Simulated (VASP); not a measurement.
# BN in VASP: further runs

BN is run at these levels: HSE06, r2SCAN; tasks: single point.

Program: VASP 6.6.1. These are calculated values, not measurements. Logs are shortened: lines on timing, memory, paths and dates and some standing lists are left out, and cuts for length are marked.

### 1 The cell of the first run

The structure is tetragonal, space group I-4m2 (No. 119). The conventional cell has a = 2.552 Å, b = 2.552 Å, c = 3.501 Å, α = 90.00°, β = 90.00°, γ = 90.00°. Within 2.1 Å of B (site symmetry -4m2) lie 4 N at 1.55 Å. Within 2.1 Å of N (site symmetry -4m2) lie 4 B at 1.55 Å.

### 2 Single point, HSE06 (uniaxial z strain -3.0%)

POSCAR

```
BN
1.0
    0.0000000000      1.8048254650      1.7506807011
    1.8048254650      0.0000000000      1.7506807011
    1.8048254650      1.8048254650      0.0000000000
B N
1 1
Direct
    0.0000000000      0.0000000000      0.0000000000
    0.2500000000      0.2500000000      0.2500000000
```

INCAR.step1

```
SYSTEM = BN
PREC = Accurate
ENCUT = 520
EDIFF = 1E-5
ISMEAR = 0
SIGMA = 0.01
LREAL = .FALSE.
LASPH = .TRUE.
NELM = 100
ALGO = Normal
ISIF = 2
LWAVE = .TRUE.
NBANDS = 11
GGA = PE
```

INCAR.step2

```
SYSTEM = BN
PREC = Accurate
ENCUT = 520
EDIFF = 1E-6
ISMEAR = 0
SIGMA = 0.01
LREAL = .FALSE.
LASPH = .TRUE.
NELM = 100
ALGO = Normal
ISIF = 2
LWAVE = .FALSE.
LCHARG = .TRUE.
GGA = PE
LHFCALC = .TRUE.
HFSCREEN = 0.2079
PRECFOCK = Normal
LELF = .TRUE.
LVHAR = .TRUE.
NBANDS = 11
ISTART = 1
```

KPOINTS

```
regular mesh
0
G
  8 8 8
  0 0 0
```

Potentials or basis: VASP PAW PBE potentials, release 64 (B, N).

The run is started by

```
cat potpaw_PBE.64/B/POTCAR potpaw_PBE.64/N/POTCAR > POTCAR
cp INCAR.step1 INCAR
mpirun -np 1 vasp_std > vasp.out
cp INCAR.step2 INCAR
mpirun -np 1 vasp_std > vasp.out
```

OUTCAR:

```text
SYSTEM = BN
   PREC = Accurate
   ENCUT = 520
   EDIFF = 1E-6
   ISMEAR = 0
   LREAL = .FALSE.
   LASPH = .TRUE.
   NELM = 100
   ISIF = 2
   GGA = PE
   LHFCALC = .TRUE.
   HFSCREEN = 0.2079
   PRECFOCK = Normal
   ISTART = 1

 ion  position               nearest neighbor table
   1  0.000  0.000  0.000-   2 1.55   2 1.55   2 1.55   2 1.55
   2  0.250  0.250  0.250-   1 1.55   1 1.55   1 1.55   1 1.55

  LATTYP: Found a body centered tetragonal cell.
 ALAT       =     2.5524086503
 C/A-ratio  =     1.3717871555

  Lattice vectors:

 A1 = (   0.0000000000,  -1.8048254650,  -1.7506807011)
 A2 = (   0.0000000000,   1.8048254650,  -1.7506807011)
 A3 = (   1.8048254650,   0.0000000000,   1.7506807011)

Analysis of symmetry for initial positions (statically):
=====================================================================
 Subroutine PRICEL returns:
 Original cell was already a primitive cell.

 Routine SETGRP: Setting up the symmetry group for a
 body centered tetragonal supercell.

 Subroutine GETGRP returns: Found  8 space group operations
 (whereof  8 operations were pure point group operations)
 out of a pool of 16 trial point group operations.

The static configuration has the point symmetry D_2d.

Analysis of symmetry for dynamics (positions and initial velocities):
=====================================================================
 Subroutine PRICEL returns:
 Original cell was already a primitive cell.

 Routine SETGRP: Setting up the symmetry group for a
 body centered tetragonal supercell.

 Subroutine GETGRP returns: Found  8 space group operations
 (whereof  8 operations were pure point group operations)
 out of a pool of 16 trial point group operations.

The dynamic configuration has the point symmetry D_2d.

 Subroutine INISYM returns: Found  8 space group operations
 (whereof  8 operations are pure point group operations),
 and found     1 'primitive' translations

----------------------------------------------------------------------------------------

                                     Primitive cell

  volume of cell :      11.4053

  direct lattice vectors                    reciprocal lattice vectors
     0.000000000  1.804825465  1.750680701    -0.277035098  0.277035098  0.285603194
     1.804825465  0.000000000  1.750680701     0.277035098 -0.277035098  0.285603194
     1.804825465  1.804825465  0.000000000     0.277035098  0.277035098 -0.285603194

  length of vectors
     2.514414022  2.514414022  2.552408650     0.484836133  0.484836133  0.484836133

  position of ions in fractional coordinates (direct lattice)
     0.000000000  0.000000000  0.000000000
     0.250000000  0.250000000  0.250000000

  ion indices of the primitive-cell ions
   primitive index   ion index
                 1           1
                 2           2

----------------------------------------------------------------------------------------

 KPOINTS: regular mesh

Automatic generation of k-mesh.
 Grid dimensions read from file:
 generate k-points for:    8    8    8

 Generating k-lattice:

  Cartesian coordinates                     Fractional coordinates (reciprocal lattice)
    -0.034629387  0.034629387  0.035700399     0.125000000 -0.000000000  0.000000000
     0.034629387 -0.034629387  0.035700399    -0.000000000  0.125000000  0.000000000
     0.034629387  0.034629387 -0.035700399     0.000000000  0.000000000  0.125000000

  Length of vectors
     0.060604517  0.060604517  0.060604517

  Shift w.r.t. Gamma in fractional coordinates (k-lattice)
     0.000000000  0.000000000  0.000000000

 Subroutine IBZKPT returns following result:
 ===========================================

 Found     59 irreducible k-points:

 Following reciprocal coordinates:
            Coordinates               Weight
  0.000000  0.000000  0.000000      1.000000
  0.125000  0.000000  0.000000      8.000000
  0.250000  0.000000  0.000000      8.000000
  0.375000  0.000000  0.000000      8.000000
  0.500000  0.000000  0.000000      4.000000
  0.125000  0.125000  0.000000      2.000000
[... 16 lines left out ...]
  0.250000  0.000000  0.125000     16.000000
  0.375000  0.000000  0.125000     16.000000
 [... further k-points ...]
   k-points           NKPTS =     59   k-points in BZ     NKDIM =    512   number of bands    NBANDS=     11
   number of dos      NEDOS =    301   number of ions     NIONS =      2
   total plane-waves  NPLWV =   8000
   dimension x,y,z NGX =    20 NGY =   20 NGZ =   20
   dimension x,y,z NGXF=    40 NGYF=   40 NGZF=   40
   ions per type =               1   1
   NGX,Y,Z   is equivalent  to a cutoff of  13.22, 13.22, 13.03 a.u.
   NGXF,Y,Z  is equivalent  to a cutoff of  26.45, 26.45, 26.05 a.u.
 SYSTEM =  BN
   PREC   = accura    normal or accurate (medium, high low for compatibility)
   ISTART =      1    job   : 0-new  1-cont  2-samecut
   ICHARG =      0    charge: 1-file 2-atom 10-const
   ISPIN  =      1    spin polarized calculation?
   LNONCOLLINEAR =      F non collinear calculations
   LSORBIT =      F    spin-orbit coupling
   LASPH  =      T    aspherical Exc in radial PAW
   ENCUT  =  520.0 eV  38.22 Ry    6.18 a.u.   4.68  4.68  4.75*2*pi/ulx,y,z
   NELM   =    100;   NELMIN=  2; NELMDL=  0     # of ELM steps
   EDIFF  = 0.1E-05   stopping-criterion for ELM
   LREAL  =      F    real-space projection
   EDIFFG = 0.1E-04   stopping-criterion for IOM
   NSW    =      0    number of steps for IOM
   IBRION =     -1    ionic relax: 0-MD 1-quasi-New 2-CG
   NFREE  =      0    steps in history (QN), initial steepest desc. (CG)
   ISIF   =      2    stress and relaxation
   ISYM   =      3    0-nonsym 1-usesym 2-fastsym
   POTIM  = 0.5000    time-step for ionic-motion
   TEBEG  =    0.0;   TEEND  =   0.0 temperature during run
   PSTRESS=    0.0 pullay stress
   NELECT =       8.0000    total number of electrons
   NUPDOWN=      -1.0000    fix difference up-down
   EMIN   =  10.00;   EMAX   =-10.00  energy-range for DOS
   EFERMI =   0.00;   METHOD = LEGACY
   ISMEAR =     0;   SIGMA  =   0.01  broadening in eV -4-tet -1-fermi 0-gaus
   EFERMI_NEDOS =   21; number of points for ismear=-14 and -15
   IALGO  =     38    algorithm
   IMIX   =      1    mixing-type and parameters
     AMIX     =   0.40;   BMIX     =  1.00
     AMIX_MAG =   1.60;   BMIX_MAG =  1.00
  volume/ion in A,a.u.               =       5.70        38.48
  Fermi-wavevector in a.u.,A,eV,Ry     =   1.454574  2.748746 28.786995  2.115784
  Thomas-Fermi vector in A             =   2.571709
   LORBIT       =      0    0 simple, 1 ext, 2 COOP (PROOUT), +10 PAW based schemes
   GGA     = PE    functional components
   LHFCALC =     T    Hartree Fock is set to
   PRECFOCK=normal    Normal, Fast or Accurate (Low or Medium for compatibility)
   ENCUT4O =  -1.0   cutoff for four orbital integrals eV
   NKREDX  =     1    reduce k-point grid by
   NKREDY  =     1    reduce k-point grid by
   NKREDZ  =     1    reduce k-point grid by
   AEXX    =    0.2500 exact exchange contribution
   HFSCREEN=    0.2079 screening length (either q_TF or 0.3 A-1)
   HFSCREENC=   0.2079 screening length for correlation (either q_TF or 0.3 A-1)
   ENCUTFOCK=  -1.0 apply spherical cutoff to Coloumb kernel
   IVDW    =     0    specifies the selected vdW correction
   LEPSILON=     F    determine dielectric tensor
   LRPA    =     F    only Hartree local field effects (RPA)
 non-spin polarized calculation
 Gauss-broadening in eV      SIGMA  =   0.01
  energy-cutoff  :      520.00
  volume of cell :       11.41
 maximum number of plane-waves:       323
  NGX = 16; NGY = 16; NGZ = 16

 number of electron       7.9999998 magnetization

 Free energy of the ion-electron system (eV)
  ---------------------------------------------------
  ext. energy  EPLUGINS =         0.00000000
  ---------------------------------------------------
  free energy    TOTEN  =       -20.30759665 eV

  energy without entropy =      -20.30759665  energy(sigma->0) =      -20.30759665

 E-fermi :   7.3249     XC(G=0): -10.6225

 val. band max:        7.1735804086   @ k =   0.0000   0.0000   0.0000
 cond. band min:      12.4290561461   @ k =   0.5000   0.5000   0.0000
 fundamental gap:      5.2554757375
 Fermi energy:         7.3249401908

 k-point     1 :       0.0000    0.0000    0.0000
  band No.  band energies     occupation
      1     -15.5513      2.00000
      2       6.8754      2.00000
      3       6.8754      2.00000
      4       7.1736      2.00000
      5      17.5691      0.00000
      6      17.7902      0.00000
      7      17.7902      0.00000
      8      19.7039      0.00000
      9      34.4004      0.00000
     10      36.3659      0.00000
     11      37.2267      0.00000

 k-point     2 :       0.1250    0.0000    0.0000
  band No.  band energies     occupation
      1     -15.1312      2.00000
      2       4.8990      2.00000
      3       6.4272      2.00000
      4       6.6886      2.00000
      5      17.9984      0.00000
      6      18.4069      0.00000
      7      18.4436      0.00000
      8      20.9598      0.00000
      9      33.3406      0.00000
     10      33.5652      0.00000
     11      34.4374      0.00000

 k-point     3 :       0.2500    0.0000    0.0000
  band No.  band energies     occupation
      1     -13.9097      2.00000
      2       0.8711      2.00000
      3       5.5356      2.00000
      4       5.9022      2.00000
      5      18.5461      0.00000
      6      19.3418      0.00000
      7      19.5660      0.00000
      8      23.1210      0.00000
      9      32.5049      0.00000
     10      32.5621      0.00000
     11      33.3527      0.00000
[... 267 lines left out ...]
 k-point    23 :       0.2500    0.0000    0.1250
  band No.  band energies     occupation
      1     -14.0605      2.00000
      2       2.3045      2.00000
      3       4.8302      2.00000
      4       5.3347      2.00000
      5      17.2776      0.00000
      6      20.1632      0.00000
      7      20.9763      0.00000
      8      22.1403      0.00000
      9      28.4177      0.00000
     10      35.6384      0.00000
     11      36.4622      0.00000

 k-point    24 :       0.3750    0.0000    0.1250
  band No.  band energies     occupation
      1     -12.4304      2.00000
      2      -1.5381      2.00000
      3       4.1558      2.00000
      4       4.4435      2.00000
      5      17.9988      0.00000
      6      20.4532      0.00000
      7      21.5669      0.00000
      8      23.4544      0.00000
      9      30.0010      0.00000
     10      35.3205      0.00000
     11      36.9438      0.00000

 [... further k-points ...]

------------------------ aborting loop because EDIFF is reached ----------------------------------------

  FORCE on cell =-STRESS in cart. coord.  units (eV):
  Direction    XX          YY          ZZ          XY          YZ          ZX
  --------------------------------------------------------------------------------------
  -------------------------------------------------------------------------------------
  Total        0.1548220      0.1548220      1.5364299      0.0000000      0.0000000      0.0000000
  in kB       21.7488260     21.7488260    215.8320678      0.0000000      0.0000000      0.0000000
  external PRESSURE =      86.4432400 kB  Pullay stress =       0.0000000 kB

 VOLUME and BASIS-vectors are now :
 -----------------------------------------------------------------------------
  energy-cutoff  :      520.00
  volume of cell :       11.41
      direct lattice vectors                 reciprocal lattice vectors
     0.000000000  1.804825465  1.750680701    -0.277035098  0.277035098  0.285603194
     1.804825465  0.000000000  1.750680701     0.277035098 -0.277035098  0.285603194
     1.804825465  1.804825465  0.000000000     0.277035098  0.277035098 -0.285603194

 POSITION                                       TOTAL-FORCE (eV/Angst)
 -----------------------------------------------------------------------------------
      0.00000      0.00000      0.00000         0.000000      0.000000      0.000000
      0.90241      0.90241      0.87534        -0.000000     -0.000000      0.000000
 -----------------------------------------------------------------------------------
    total drift:                                0.000001      0.000001     -0.000002

  FREE ENERGIE OF THE ION-ELECTRON SYSTEM (eV)
  ---------------------------------------------------
  free  energy   TOTEN  =       -20.3075966476 eV

  energy  without entropy=      -20.3075966476  energy(sigma->0) =      -20.30759665
```

Wall time 42 min (1 thread of Intel Xeon 8259CL, shared host); peak memory 0.2 GiB.

Results:

| Quantity | Value |
| --- | --- |
| Free energy | -20.3076 eV |
| Pressure | 8.6 GPa |
| Band gap on the k mesh | 5.26 eV (least direct gap 10.40 eV) |

Stress tensor (GPa, compression positive):
```
 2.17  0.00  0.00
 0.00  2.17  0.00
 0.00  0.00 21.58
```

Caveat: the cell differs from its parent crystal (uniaxial z strain -3.0%); the stress differs along the axes, from 2 to 22 GPa; the PAW data sets were made with another functional, which shifts forces and pressure a little. A k mesh can miss the band edges.

[end of part 1 of 2]
